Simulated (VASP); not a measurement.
Crystal: Cu.

```
Cu
1.0
    -1.44279    1.44279    1.37608
     1.44279   -1.44279    1.37608
     1.44279    1.44279   -1.37608
Cu
1
Direct
  0.00000 0.00000 0.00000
```

Base run:

| Quantity | Value |
| --- | --- |
| Program | VASP 6.6.1 |
| Functional | PBE |
| Potentials or basis | VASP PAW PBE potentials, release 64 (Cu) |
| Cutoff | 520 eV |
| k mesh | 13 × 13 × 13 |
| Occupations | gaussian, width 0.016 eV |
| Spin | no spin polarisation |

Its results: pressure 8.3 GPa.

Problem. The run is repeated on the same cell with these changes: occupations from gaussian, width 0.016 eV to gaussian, width 0.014 eV; further incar settings from ALGO = Fast; EDIFF = 1e-06; NBANDS = 12 to ALGO = Normal; EDIFF = 1e-06; NBANDS = 12. What comes out?

Solution. Pressure 7.8 GPa.
